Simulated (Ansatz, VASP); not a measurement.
One calculation of BaTiO3, two programs

POSCAR

```
BaTiO3
1.0
    4.0434681200      4.0434681200      0.0000000000
    0.0000000000      4.0434681200      4.0434681200
    4.0434681200      0.0000000000      4.0434681200
O Ti Ba
6 2 2
Direct
    0.2500000000      0.7500000000      0.7500000000
    0.7500000000      0.2500000000      0.2500000000
    0.2500000000      0.7500000000      0.2500000000
    0.7500000000      0.2500000000      0.7500000000
    0.2500000000      0.2500000000      0.7500000000
    0.7500000000      0.7500000000      0.2500000000
    0.2500000000      0.2500000000      0.2500000000
    0.7500000000      0.7500000000      0.7500000000
    0.0000000000      0.0000000000      0.0000000000
    0.5000000000      0.5000000000      0.5000000000
```

The input INCAR.step1:

```
SYSTEM = BaTiO3
PREC = Accurate
ENCUT = 520
ISMEAR = -1
SIGMA = 0.1
LREAL = .FALSE.
LASPH = .TRUE.
NELM = 150
ISPIN = 2
MAGMOM = 0 0 0 0 0 0 -1.36 1.36 0 0
LMAXMIX = 4
LDAU = .TRUE.
LDAUTYPE = 1
LDAUL = -1 2 -1
LDAUU = 0 5.7 0
LDAUJ = 0 0.57 0
NBANDS = 55
GGA = PE
ALGO = Normal
EDIFF = 1E-4
LWAVE = .TRUE.
LCHARG = .FALSE.
```

INCAR.step2

```
SYSTEM = BaTiO3
PREC = Accurate
ENCUT = 520
EDIFF = 1E-7
ISMEAR = -1
SIGMA = 0.1
LREAL = .FALSE.
LASPH = .TRUE.
NELM = 150
ALGO = Normal
ISIF = 2
LWAVE = .FALSE.
LCHARG = .FALSE.
ISPIN = 2
MAGMOM = 0 0 0 0 0 0 -1.36 1.36 0 0
LORBIT = 11
LMAXMIX = 4
LDAU = .TRUE.
LDAUTYPE = 1
LDAUL = -1 2 -1
LDAUU = 0 5.7 0
LDAUJ = 0 0.57 0
LDAUPRINT = 1
METAGGA = R2SCAN
LMIXTAU = .TRUE.
NBANDS = 55
ISTART = 1
```

KPOINTS

```
regular mesh
0
G
  4 4 4
  0 0 0
```

Input for Ansatz:

```yaml
crystal:
  lattice:
    - [4.04346812, 4.04346812, 0.0]
    - [0.0, 4.04346812, 4.04346812]
    - [4.04346812, 0.0, 4.04346812]
  atoms:
    - { symbol: O, position: [0.25, 0.75, 0.75] }
    - { symbol: O, position: [0.75, 0.25, 0.25] }
    - { symbol: O, position: [0.25, 0.75, 0.25] }
    - { symbol: O, position: [0.75, 0.25, 0.75] }
    - { symbol: O, position: [0.25, 0.25, 0.75] }
    - { symbol: O, position: [0.75, 0.75, 0.25] }
    - { symbol: Ti, position: [0.25, 0.25, 0.25], spin: -1.36 }
    - { symbol: Ti, position: [0.75, 0.75, 0.75], spin: 1.36 }
    - { symbol: Ba, position: [0.0, 0.0, 0.0] }
    - { symbol: Ba, position: [0.5, 0.5, 0.5] }
kpoints:
  mp_grid: { grid: [4, 4, 4], shift: [0.0, 0.0, 0.0] }
magnetization:
  spin_polarized: true
scf:
  occupations: { method: fermi_dirac }
  lower_state_search: "off"
  max_iter: 200
hamiltonian:
  pseudopotentials: { kind: paw }
  xc: r2scan
  hubbard:
    projectors: all-electron-ortho-atomic
    sites: [{ species: Ti, l: d, u: 5.7, j: 0.57 }]
basis:
  ecutwfc: 500
  fft_grid_basis: typed
output:
  forces: true
  stress: true
  eigenvalues: true
  bader: true
  populations: true
  elf: true
  write_potential: true
  volumetric_format: npy
  dos:
    e_range: [-12, 8]
    de: 0.05
    projected: { site_lists: { Ba: [Ba], O: [O], Ti: [Ti] } }
checkpoint:
  read: saved_state
```

Alike in both runs: task single point; functional r2SCAN; k mesh 4 × 4 × 4; collinear spin; Hubbard terms Ti d U = 5.7 eV, J = 0.57 eV.

|  | VASP | Ansatz |
| --- | --- | --- |
| version | VASP 6.6.1 | Ansatz 0.2.0 |
| potentials or method | VASP PAW PBE potentials, release 64 (O, Ti_sv, Ba_sv), cutoff 520 eV | PAW plane waves |
| occupations | fermi-dirac, width 0.1 eV | fermi-dirac |
| valence electrons in the cell | 80 | 80 |

|  | VASP | Ansatz | Ansatz less VASP |
| --- | --- | --- | --- |
| net moment per atom (μB) | 0.00 | 0.00 | 0.000 |
| size of the moment on the site where the two differ most (μB) | 1.82 | 1.79 | -0.032 |

VASP's potentials were made for PBE, not for r2SCAN. Site moments also hang on the region over which each program counts them. The programs project onto different local orbitals, so the same U acts differently, and such runs can settle in different states. Ansatz's warnings: filled band counts differ across k points, stability check not made.

Spin-orbit coupling is off throughout.
